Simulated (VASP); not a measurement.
Wanted: the native input for a VASP 6.6.1 run.

* Task: single point
* Functional: PBE
* Potentials or basis: VASP PAW PBE potentials, release 64 (Ru_pv)
* Cutoff: 520 eV
* k mesh: 20 × 20 × 20
* Occupations: fermi-dirac, width 0.05 eV
* Spin: collinear spin, ferromagnetic start
* Starting moments: [1.0] μB
* Dipole correction: no
* Further INCAR settings: ALGO = Normal; EDIFF = 1e-06; NBANDS = 17

The structure of Ru lies in POSCAR:

```
Ru
1.0
    2.5109503120      0.0000000000      0.0000000000
    0.0000000000      2.5109503120      0.0000000000
    0.0000000000      0.0000000000      2.5109503120
Ru
1
Direct
    0.0000000000      0.0000000000      0.0000000000
```

One way to write it, as run:

INCAR

```
SYSTEM = Ru
PREC = Accurate
ENCUT = 520
EDIFF = 1E-6
ISMEAR = -1
SIGMA = 0.05
LREAL = .FALSE.
LASPH = .TRUE.
NELM = 150
ALGO = Normal
ISIF = 2
LWAVE = .FALSE.
LCHARG = .FALSE.
ISPIN = 2
MAGMOM = 1
LORBIT = 11
LMAXMIX = 4
GGA = PE
NBANDS = 17
```

KPOINTS

```
Automatic mesh
0
G
  20 20 20
  0 0 0
```

Potentials or basis: VASP PAW PBE potentials, release 64 (Ru_pv).

Command:

```sh
$ cat potpaw_PBE.64/Ru_pv/POTCAR > POTCAR
$ mpirun -np 1 vasp_std > vasp.out
```

It gave:

- Pressure: 0.1 GPa
- Band gap on the k mesh: zero (filled and empty bands overlap)
- Net moment: 0.00 μB per cell
- Valence electrons inside the program's atomic spheres: Ru 12.67

Run time: 41 s on 1 thread of Intel(R) Xeon(R) 6975P-C (Granite Rapids), on a shared host, peak memory 0.22 GiB.
